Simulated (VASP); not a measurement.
# Sn (P4/nmm) in VASP: a series of runs

Runs on Sn. Level: PBE. Tasks: single point, relaxation of cell and atoms.

Everything below comes from runs of VASP 6.6.1. Logs are shortened: lines on timing, memory, paths and dates and some standing lists are left out, and cuts for length are marked.

**1. The cell of the first run**

Symmetry: P4/nmm, No. 129, tetragonal system. Conventional cell: a = 3.669 Å, b = 3.669 Å, c = 8.317 Å, α = 90.00°, β = 90.00°, γ = 90.00°. Within 3.7 Å of Sn (site symmetry 4mm) lie 8 Sn at 2.80 to 3.67 Å.

**2. Single point, PBE**

INCAR

```
SYSTEM = Sn
PREC = Accurate
ENCUT = 520
EDIFF = 1E-7
ISMEAR = 0
SIGMA = 0.1
LREAL = .False.
LASPH = .True.
NELM = 80
ALGO = Normal
ISIF = 2
LWAVE = .False.
LCHARG = .False.
GGA = PE
NBANDS = 21
```

KPOINTS

```
regular mesh
0
Gamma
  6 6 2
  0 0 0
```

POSCAR

```
Sn
1.0
    3.6691776300      0.0000000000      0.0000000000
    0.0000000000      3.6691776300      0.0000000000
    0.0000000000      0.0000000000      8.3168237200
Sn
2
Direct
    0.0000000000      0.5000000000      0.4366429400
    0.5000000000      0.0000000000      0.5633570600
```

Potentials or basis: VASP PAW PBE potentials, release 64 (Sn_d).

Launch:

```
> cat potpaw_PBE.64/Sn_d/POTCAR > POTCAR
> mpirun -np 1 vasp_std > vasp.out
```

OUTCAR:

```text
SYSTEM = Sn
   PREC = Accurate
   ENCUT = 520
   EDIFF = 1E-7
   ISMEAR = 0
   LREAL = .False.
   LASPH = .True.
   NELM = 80
   ISIF = 2
   GGA = PE

 ion  position               nearest neighbor table
   1  0.000  0.500  0.437-   2 2.80   2 2.80   2 2.80   2 2.80
   2  0.500  0.000  0.563-   1 2.80   1 2.80   1 2.80   1 2.80

  LATTYP: Found a simple tetragonal cell.
 ALAT       =     3.6691776300
 C/A-ratio  =     2.2666724151

  Lattice vectors:

 A1 = (   3.6691776300,   0.0000000000,   0.0000000000)
 A2 = (   0.0000000000,   3.6691776300,   0.0000000000)
 A3 = (   0.0000000000,   0.0000000000,   8.3168237200)

Analysis of symmetry for initial positions (statically):
=====================================================================
 Subroutine PRICEL returns:
 Original cell was already a primitive cell.

 Routine SETGRP: Setting up the symmetry group for a
 simple tetragonal supercell.

 Subroutine GETGRP returns: Found 16 space group operations
 (whereof  8 operations were pure point group operations)
 out of a pool of 16 trial point group operations.

The static configuration has the point symmetry D_2d.
 The point group associated with its full space group is D_4h.

Analysis of symmetry for dynamics (positions and initial velocities):
=====================================================================
 Subroutine PRICEL returns:
 Original cell was already a primitive cell.

 Routine SETGRP: Setting up the symmetry group for a
 simple tetragonal supercell.

 Subroutine GETGRP returns: Found 16 space group operations
 (whereof  8 operations were pure point group operations)
 out of a pool of 16 trial point group operations.

The dynamic configuration has the point symmetry D_2d.
 The point group associated with its full space group is D_4h.

 Subroutine INISYM returns: Found 16 space group operations
 (whereof  8 operations are pure point group operations),
 and found     1 'primitive' translations

----------------------------------------------------------------------------------------

                                     Primitive cell

  volume of cell :     111.9683

  direct lattice vectors                    reciprocal lattice vectors
     3.669177630  0.000000000  0.000000000     0.272540635  0.000000000  0.000000000
     0.000000000  3.669177630  0.000000000     0.000000000  0.272540635  0.000000000
     0.000000000  0.000000000  8.316823720     0.000000000  0.000000000  0.120238210

  length of vectors
     3.669177630  3.669177630  8.316823720     0.272540635  0.272540635  0.120238210

  position of ions in fractional coordinates (direct lattice)
     0.000000000  0.500000000  0.436642940
     0.500000000  0.000000000  0.563357060

  ion indices of the primitive-cell ions
   primitive index   ion index
                 1           1
                 2           2

----------------------------------------------------------------------------------------

 KPOINTS: regular mesh

Automatic generation of k-mesh.
 Grid dimensions read from file:
 generate k-points for:    6    6    2

 Generating k-lattice:

  Cartesian coordinates                     Fractional coordinates (reciprocal lattice)
     0.045423439  0.000000000  0.000000000     0.166666667  0.000000000  0.000000000
     0.000000000  0.045423439  0.000000000     0.000000000  0.166666667  0.000000000
     0.000000000  0.000000000  0.060119105     0.000000000  0.000000000  0.500000000

  Length of vectors
     0.045423439  0.045423439  0.060119105

  Shift w.r.t. Gamma in fractional coordinates (k-lattice)
     0.000000000  0.000000000  0.000000000

 Subroutine IBZKPT returns following result:
 ===========================================

 Found     20 irreducible k-points:

 Following reciprocal coordinates:
            Coordinates               Weight
  0.000000  0.000000  0.000000      1.000000
  0.166667  0.000000  0.000000      4.000000
  0.333333  0.000000  0.000000      4.000000
  0.500000  0.000000  0.000000      2.000000
  0.166667  0.166667  0.000000      4.000000
  0.333333  0.166667  0.000000      8.000000
[... 12 lines left out ...]
  0.500000  0.333333  0.500000      4.000000
  0.500000  0.500000  0.500000      1.000000
   k-points           NKPTS =     20   k-points in BZ     NKDIM =     20   number of bands    NBANDS=     21
   number of dos      NEDOS =    301   number of ions     NIONS =      2
   total plane-waves  NPLWV =  50176
   dimension x,y,z NGX =    28 NGY =   28 NGZ =   64
   dimension x,y,z NGXF=    56 NGYF=   56 NGZF=  128
   ions per type =               2
   NGX,Y,Z   is equivalent  to a cutoff of  12.69, 12.69, 12.79 a.u.
   NGXF,Y,Z  is equivalent  to a cutoff of  25.37, 25.37, 25.59 a.u.
 SYSTEM =  Sn
   PREC   = accura    normal or accurate (medium, high low for compatibility)
   ISTART =      0    job   : 0-new  1-cont  2-samecut
   ICHARG =      2    charge: 1-file 2-atom 10-const
   ISPIN  =      1    spin polarized calculation?
   LNONCOLLINEAR =      F non collinear calculations
   LSORBIT =      F    spin-orbit coupling
   LASPH  =      T    aspherical Exc in radial PAW
   ENCUT  =  520.0 eV  38.22 Ry    6.18 a.u.   6.82  6.82 15.46*2*pi/ulx,y,z
   NELM   =     80;   NELMIN=  2; NELMDL= -5     # of ELM steps
   EDIFF  = 0.1E-06   stopping-criterion for ELM
   LREAL  =      F    real-space projection
   EDIFFG = 0.1E-05   stopping-criterion for IOM
   NSW    =      0    number of steps for IOM
   IBRION =     -1    ionic relax: 0-MD 1-quasi-New 2-CG
   NFREE  =      0    steps in history (QN), initial steepest desc. (CG)
   ISIF   =      2    stress and relaxation
   ISYM   =      2    0-nonsym 1-usesym 2-fastsym
   POTIM  = 0.5000    time-step for ionic-motion
   TEBEG  =    0.0;   TEEND  =   0.0 temperature during run
   PSTRESS=    0.0 pullay stress
   NELECT =      28.0000    total number of electrons
   NUPDOWN=      -1.0000    fix difference up-down
   EMIN   =  10.00;   EMAX   =-10.00  energy-range for DOS
   EFERMI =   0.00;   METHOD = LEGACY
   ISMEAR =     0;   SIGMA  =   0.10  broadening in eV -4-tet -1-fermi 0-gaus
   EFERMI_NEDOS =   21; number of points for ismear=-14 and -15
   IALGO  =     38    algorithm
   IMIX   =      4    mixing-type and parameters
     AMIX     =   0.40;   BMIX     =  1.00
     AMIX_MAG =   1.60;   BMIX_MAG =  1.00
  volume/ion in A,a.u.               =      55.98       377.80
  Fermi-wavevector in a.u.,A,eV,Ry     =   1.031405  1.949073 14.473824  1.063796
  Thomas-Fermi vector in A             =   2.165551
   LORBIT       =      0    0 simple, 1 ext, 2 COOP (PROOUT), +10 PAW based schemes
   GGA     = PE    functional components
   LHFCALC =     F    Hartree Fock is set to
   AEXX    =    0.0000 exact exchange contribution
   IVDW    =     0    specifies the selected vdW correction
   LEPSILON=     F    determine dielectric tensor
   LRPA    =     F    only Hartree local field effects (RPA)
 non-spin polarized calculation
 Gauss-broadening in eV      SIGMA  =   0.10
  energy-cutoff  :      520.00
  volume of cell :      111.97
 maximum number of plane-waves:      3068
 NGX is ok and might be reduce to    28
   NGX = 13   NGY = 13   NGZ = 31

 number of electron      27.9999977 magnetization

 Free energy of the ion-electron system (eV)
  ---------------------------------------------------
  ext. energy  EPLUGINS =         0.00000000
  ---------------------------------------------------
  free energy    TOTEN  =        -6.23430200 eV

  energy without entropy =       -6.21472283  energy(sigma->0) =       -6.22451242

 E-fermi :   2.1942     XC(G=0):  -6.1150

 val. band max:        1.8481841834   @ k =   0.0000   0.0000   0.5000
 cond. band min:       2.2210552098   @ k =   0.5000   0.3333   0.5000
 fundamental gap:      0.3728710264
 Fermi energy:         2.1941543528

 k-point     1 :       0.0000    0.0000    0.0000
  band No.  band energies     occupation
      1     -19.9281      2.00000
      2     -19.8267      2.00000
      3     -19.6350      2.00000
      4     -19.6350      2.00000
      5     -19.6300      2.00000
      6     -19.5985      2.00000
[... 13 lines left out ...]
     20       9.3105      0.00000
     21       9.3105      0.00000

 k-point     2 :       0.1667    0.0000    0.0000
  band No.  band energies     occupation
      1     -19.9284      2.00000
      2     -19.8004      2.00000
      3     -19.6987      2.00000
      4     -19.6708      2.00000
      5     -19.6620      2.00000
      6     -19.5390      2.00000
[... 13 lines left out ...]
     20       8.6127      0.00000
     21       8.9479      0.00000

 k-point     3 :       0.3333    0.0000    0.0000
  band No.  band energies     occupation
      1     -19.9092      2.00000
      2     -19.8008      2.00000
      3     -19.7569      2.00000
      4     -19.7450      2.00000
      5     -19.6415      2.00000
      6     -19.4569      2.00000
[... 13 lines left out ...]
     20       8.4617      0.00000
     21       9.2669      0.00000

 k-point     4 :       0.5000    0.0000    0.0000
  band No.  band energies     occupation
      1     -19.8488      2.00000
      2     -19.8488      2.00000
      3     -19.7958      2.00000
      4     -19.7958      2.00000
      5     -19.5270      2.00000
      6     -19.5270      2.00000
[... 13 lines left out ...]
     20       7.5158      0.00000
     21      10.1323      0.00000

 k-point     5 :       0.1667    0.1667    0.0000
  band No.  band energies     occupation
      1     -19.9229      2.00000
      2     -19.7663      2.00000
      3     -19.7567      2.00000
      4     -19.6589      2.00000
      5     -19.6216      2.00000
      6     -19.5402      2.00000
[... 13 lines left out ...]
     20       8.7139      0.00000
     21       9.3452      0.00000
[... 286 lines left out ...]
     20       8.3145      0.00000
     21       9.1147      0.00000

 k-point    18 :       0.3333    0.3333    0.5000
  band No.  band energies     occupation
      1     -19.8341      2.00000
      2     -19.7780      2.00000
      3     -19.6863      2.00000
      4     -19.6687      2.00000
      5     -19.5490      2.00000
      6     -19.5452      2.00000
[... 13 lines left out ...]
     20       8.0249      0.00000
     21      10.4181      0.00000

 k-point    19 :       0.5000    0.3333    0.5000
  band No.  band energies     occupation
      1     -19.7602      2.00000
      2     -19.7602      2.00000
      3     -19.7013      2.00000
      4     -19.7013      2.00000
      5     -19.5082      2.00000
      6     -19.5082      2.00000
[... 13 lines left out ...]
     20       8.4978      0.00000
     21       9.2536      0.00000

 k-point    20 :       0.5000    0.5000    0.5000
  band No.  band energies     occupation
      1     -19.6922      2.00000
      2     -19.6922      2.00000
      3     -19.6704      2.00000
      4     -19.6704      2.00000
      5     -19.5251      2.00000
      6     -19.5251      2.00000
[... 13 lines left out ...]
     20       9.5605      0.00000
     21       9.9910      0.00000

------------------------ aborting loop because EDIFF is reached ----------------------------------------

  FORCE on cell =-STRESS in cart. coord.  units (eV):
  Direction    XX          YY          ZZ          XY          YZ          ZX
  --------------------------------------------------------------------------------------
  -------------------------------------------------------------------------------------
  Total        5.7909481      5.7909481      1.0931057      0.0000000      0.0000000      0.0000000
  in kB       82.8638836     82.8638836     15.6414778      0.0000000      0.0000000      0.0000000
  external PRESSURE =      60.4564150 kB  Pullay stress =       0.0000000 kB

 VOLUME and BASIS-vectors are now :
 -----------------------------------------------------------------------------
  energy-cutoff  :      520.00
  volume of cell :      111.97
      direct lattice vectors                 reciprocal lattice vectors
     3.669177630  0.000000000  0.000000000     0.272540635  0.000000000  0.000000000
     0.000000000  3.669177630  0.000000000     0.000000000  0.272540635  0.000000000
     0.000000000  0.000000000  8.316823720     0.000000000  0.000000000  0.120238210

 POSITION                                       TOTAL-FORCE (eV/Angst)
 -----------------------------------------------------------------------------------
      0.00000      1.83459      3.63148         0.000000      0.000000     -1.077708
      1.83459      0.00000      4.68534        -0.000000      0.000000      1.077708
 -----------------------------------------------------------------------------------
    total drift:                                0.000000      0.000000     -0.000000

  FREE ENERGIE OF THE ION-ELECTRON SYSTEM (eV)
  ---------------------------------------------------
  free  energy   TOTEN  =        -6.2343019975 eV

  energy  without entropy=       -6.2147228331  energy(sigma->0) =       -6.22451242
```

Run time: 21 s. Hardware: 1 thread of Intel Xeon 6975P-C (Granite Rapids), shared host; peak memory 0.21 GiB.

What came out:

```yaml
Free_energy: -6.2343 eV
Pressure: 6.0 GPa
Largest_force: 1.078 eV/Å
Band_gap_on_the_k_mesh: zero (band 14 reaches 2.29 eV, above the bottom of band 15 at 1.33 eV)
```

Forces in eV/Å, atoms in the order of the input:
```
Sn   0.000  0.000 -1.078
Sn   0.000  0.000  1.078
```

Caveat: the k points lie up to 0.38 Å⁻¹ apart; spin-orbit coupling is left out, which moves the levels of the heavy elements; forces of over 1 eV/Å act on the atoms, so gaps and moduli don't describe the material at rest.

**3. Single point, PBE**

This run uses another cell than the first one, of 61.97 Å³/atom, 1.107 times its volume.

INCAR

```
PREC = Accurate ; ENCUT = 520
EDIFF = 1E-6 ; ISMEAR = 0
SIGMA = 0.1 ; LREAL = F
LASPH = T ; NELM = 60
ALGO = Fast ; ISIF = 2
LWAVE = F ; LCHARG = T
GGA = PE ; LELF = T
LVHAR = T ; NBANDS = 21
```

KPOINTS

```
Automatic mesh
0
Gamma
  6 6 2
```

POSCAR

```
Sn
1.0
    3.8517401787      0.0000000000      0.0000000000
    0.0000000000      3.8517401787      0.0000000000
    0.0000000000      0.0000000000      8.3541024909
Sn
2
Direct
    0.0000000000      0.5000000000      0.4175441095
    0.5000000000      0.0000000000      0.5824558905
```

Potentials or basis: VASP PAW PBE potentials, release 64 (Sn_d).

Launch:

```
> cat potpaw_PBE.64/Sn_d/POTCAR > POTCAR
> mpirun -np 1 vasp_std > vasp.out
```

Wall time 25 s (1 thread of Intel Xeon 6975P-C (Granite Rapids), shared host); peak memory 0.23 GiB.

Results (log left out):

```yaml
Free_energy: -6.6795 eV
Pressure: 0.1 GPa
Largest_force: 0.007 eV/Å
Band_gap_on_the_k_mesh: zero (band 14 reaches 1.86 eV, above the bottom of band 15 at 0.61 eV)
```

Forces in eV/Å, atoms in the order of the input:
```
Sn   0.000  0.000 -0.007
Sn   0.000  0.000  0.007
```

Stress tensor (GPa, compression positive):
```
 0.11  0.00  0.00
 0.00  0.11  0.00
 0.00  0.00 -0.03
```

Levels at points of the mesh, in eV from the Fermi level:
```tsv
k point	band 10	band 11	band 12	band 13	band 14	band 15	band 16	band 17	band 18	band 19
(0.00, 0.00, 0.00)	-21.25	-9.97	-4.73	0.15	0.31	0.31	1.43	4.47	4.80	5.91
(0.50, 0.00, 0.00)	-21.28	-7.40	-7.40	-1.44	-1.44	2.95	2.95	3.32	3.32	5.43
(0.50, 0.50, 0.00)	-21.36	-5.72	-5.72	-3.36	-3.36	0.94	0.94	2.42	2.42	6.36
(0.00, 0.00, 0.50)	-21.25	-9.97	-4.75	0.31	0.31	0.47	1.30	3.58	4.80	5.89
(0.50, 0.00, 0.50)	-21.28	-7.40	-7.40	-1.46	-1.46	2.95	2.95	3.72	3.72	5.37
(0.50, 0.50, 0.50)	-21.36	-5.72	-5.72	-3.36	-3.36	0.91	0.91	2.37	2.37	6.99
```

Caveat: the k points lie up to 0.38 Å⁻¹ apart; spin-orbit coupling is left out, which moves the levels of the heavy elements.

[end of part 1 of 2]
